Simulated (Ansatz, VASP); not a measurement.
## One calculation of ZrS2, two programs

File INCAR:

```
SYSTEM = ZrS2
PREC = Accurate
ENCUT = 500
EDIFF = 1E-6
ISMEAR = -1
SIGMA = 0.1
LREAL = .FALSE.
LASPH = .TRUE.
NELM = 120
ALGO = Normal
ISIF = 2
LWAVE = .FALSE.
LCHARG = .FALSE.
GGA = PS
NBANDS = 19
GGA_COMPAT = .FALSE.
```

Contents of KPOINTS:

```
regular mesh
0
G
  6 6 3
  0 0 0
```

Contents of POSCAR:

```
ZrS2
1.0
    3.6913800000      0.0000000000      0.0000000000
   -1.8456900000      3.1968300000      0.0000000000
    0.0000000000      0.0000000000      6.0410800000
Zr S
1 2
Direct
    0.0000000000      0.0000000000      0.0000000000
    0.6666666667      0.3333333333      0.7620900000
    0.3333333333      0.6666666667      0.2379100000
```

Input for Ansatz:

```yaml
crystal:
  lattice:
    - [3.69138, 0.0, 0.0]
    - [-1.84569, 3.19683, 0.0]
    - [0.0, 0.0, 6.04108]
  atoms:
    - { symbol: Zr, position: [0.0, 0.0, 0.0] }
    - { symbol: S, position: [0.6666666666666666, 0.3333333333333333, 0.76209] }
    - { symbol: S, position: [0.3333333333333333, 0.6666666666666666, 0.23791] }
basis:
  ecutwfc: 450.0
kpoints:
  mp_grid:
    grid: [6, 6, 3]
    shift: [0.0, 0.0, 0.0]
hamiltonian:
  xc: pbesol
scf:
  occupations:
    method: fermi_dirac
output:
  stress: true
```

Alike in both runs: task single point; functional PBEsol; k mesh 6 × 6 × 3; no spin polarisation.

```csv
,VASP,Ansatz
version,VASP 6.6.1,Ansatz 0.2.0
potentials or method,"VASP PAW PBE potentials, release 64 (Zr_sv, S), cutoff 500 eV","plane waves, PAW"
occupations,"fermi-dirac, width 0.1 eV",fermi-dirac
valence electrons in the cell,24,24
```

```tsv
	VASP	Ansatz	Ansatz less VASP
pressure (GPa)	-2.4	-2.5	-0.05
traceless stress, the component that is largest in VASP (GPa)	1.10	1.08	-0.019
```

VASP's potentials were made for PBE, not for PBEsol.
